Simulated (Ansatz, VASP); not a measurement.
# Two plane-wave programs on Sr

Contents of INCAR:

```
SYSTEM = Sr
ALGO = Normal
EDIFF = 1E-6
ENCUT = 500
GGA = PE
GGA_COMPAT = .False.
ISIF = 2
ISMEAR = -1
LASPH = .True.
LCHARG = .True.
LELF = .True.
LREAL = .False.
LVHAR = .True.
LWAVE = .False.
NBANDS = 11
NELM = 120
PREC = Accurate
SIGMA = 0.1
```

The input KPOINTS:

```
k-points
0
Gamma
  4 4 4
  0 0 0
```

File POSCAR:

```
Sr
1.0
   -2.4250000000      2.4250000000      2.4250000000
    2.4250000000     -2.4250000000      2.4250000000
    2.4250000000      2.4250000000     -2.4250000000
Sr
1
Direct
    0.0000000000      0.0000000000      0.0000000000
```

Input for Ansatz:

```yaml
crystal:
  lattice:
    - [-2.425, 2.425, 2.425]
    - [2.425, -2.425, 2.425]
    - [2.425, 2.425, -2.425]
  atoms:
    - { symbol: Sr, position: [0.0, 0.0, 0.0] }
basis: {}
kpoints:
  mp_grid: { grid: [4, 4, 4] }
hamiltonian:
  xc: pbe
scf:
  occupations: { method: fermi_dirac }
output:
  forces: true
  stress: true
  eigenvalues: true
```

Alike in both runs: task single point; functional PBE; k mesh 4 × 4 × 4; no spin polarisation.

|  | VASP | Ansatz |
| --- | --- | --- |
| version | VASP 6.6.1 | Ansatz 0.2.0 |
| potentials or method | VASP PAW PBE potentials, release 64 (Sr_sv) | scalar-relativistic, plane waves, PAW |
| plane-wave cutoff (eV) | 500 | 420 |
| occupations | fermi-dirac, width 0.1 eV | fermi-dirac |
| valence electrons in the cell | 10 | 10 |

```tsv
	VASP	Ansatz	Ansatz less VASP
gap on the k mesh at the Fermi level (eV)	none	none	-
pressure (GPa)	-0.6	-0.6	0.00
```

A gap of «none» marks a metal or a gap that the smearing closes.

The k mesh is coarse, so the values compare programs but aren't converged.
